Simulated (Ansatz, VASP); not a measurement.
# C in VASP and in Ansatz

```
CELL_PARAMETERS angstrom
0.00000 -1.75786 -1.75786
-1.75786 0.00000 -1.75786
1.75786 1.75786 -3.51573
ATOMIC_POSITIONS crystal
C 0.72491 0.78234 0.75000
C 0.27509 0.21766 0.25000
C 0.34991 0.40734 0.87500
C 0.90009 0.84266 0.37500
```

Change from the starting cell: mode 4 frozen in at -0.074 Å, equal normal strain along x, y and z -0.0125.

Alike in both runs: task single point; functional r2SCAN; k mesh 12 × 12 × 10; occupations gaussian, width 0.05 eV; no spin polarisation.

```csv
,VASP,Ansatz
version,VASP 6.6.1,Ansatz 0.2.0
potentials or method,"VASP PAW PBE potentials, release 64 (C), cutoff 520 eV","scalar-relativistic, plane waves, PAW"
valence electrons in the cell,16,16
```

```tsv
	VASP	Ansatz	Ansatz less VASP
gap on the k mesh at the Fermi level (eV)	4.32	4.35	+0.029
least direct gap on the mesh (eV)	5.84	5.89	+0.047
pressure (GPa)	19.3	18.0	-1.29
traceless stress, the component that is largest in VASP (GPa)	1.28	1.28	+0.007
rms of the force components (eV/Å)	0.597	0.600	+0.0030
```

VASP's potentials were made for PBE, not for r2SCAN. Atom by atom the forces differ by 0.003 eV/Å (rms over components).
